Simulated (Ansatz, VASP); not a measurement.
## One calculation of K, two programs

```
CELL_PARAMETERS angstrom
0.00000 8.13751 0.00000
0.00000 0.00000 7.76632
4.69819 0.00000 0.00000
ATOMIC_POSITIONS crystal
K 0.33333 0.25000 0.00000
K 0.83333 0.25000 0.50000
K 0.16667 0.75000 0.50000
K 0.66667 0.75000 0.00000
```

Alike in both runs: task single point; functional PBE; k mesh 4 × 5 × 7; occupations fermi-dirac, width 0.05 eV; no spin polarisation.

|  | VASP | Ansatz |
| --- | --- | --- |
| version | VASP 6.6.1 | Ansatz 0.2.0 |
| potentials or method | VASP PAW PBE potentials, release 64 (K_sv), cutoff 520 eV | all-electron LAPW, scalar-relativistic |

```tsv
	VASP	Ansatz	Ansatz less VASP
pressure (GPa)	0.0	0.0	+0.01
```

Ansatz ran all-electron here, and VASP with PAW potentials.
